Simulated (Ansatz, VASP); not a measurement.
**HgS: VASP beside Ansatz**

```
Hg S
1.0
    11.30000    0.00000    0.00000
     0.00000    9.00000    0.00000
     0.00000    0.00000   13.76000
Hg S
2 2
Direct
  0.49997 0.50000 0.67303
  0.49997 0.50000 0.32703
  0.60172 0.50000 0.50003
  0.39823 0.50000 0.50003
```

Alike in both runs: task single point; functional PBE; k mesh 1 × 1 × 1; occupations gaussian, width 0.01 eV; no spin polarisation.

|  | VASP | Ansatz |
| --- | --- | --- |
| version | VASP 6.6.1 | Ansatz 0.2.0 |
| potentials or method | VASP PAW PBE potentials, release 64 (Hg, S), cutoff 520 eV | scalar-relativistic, plane waves, PAW |
| valence electrons in the cell | 36 | 52 |

VASP gave:

```
rms of the force components (eV/Å) : 0.182
```

Q: What did Ansatz give for the same quantities?

A: rms of the force components (eV/Å): 0.176.

Atom by atom the forces differ by 0.024 eV/Å (rms over components). With one functional, cell and mesh, what is left measures potentials, basis and numerics. VASP's potentials hold 36 valence electrons a cell and Ansatz's 52, so a difference there can come from the potentials and not from the codes. Ansatz's warnings: structure snapped to symmetry.

Spin-orbit coupling is off throughout.
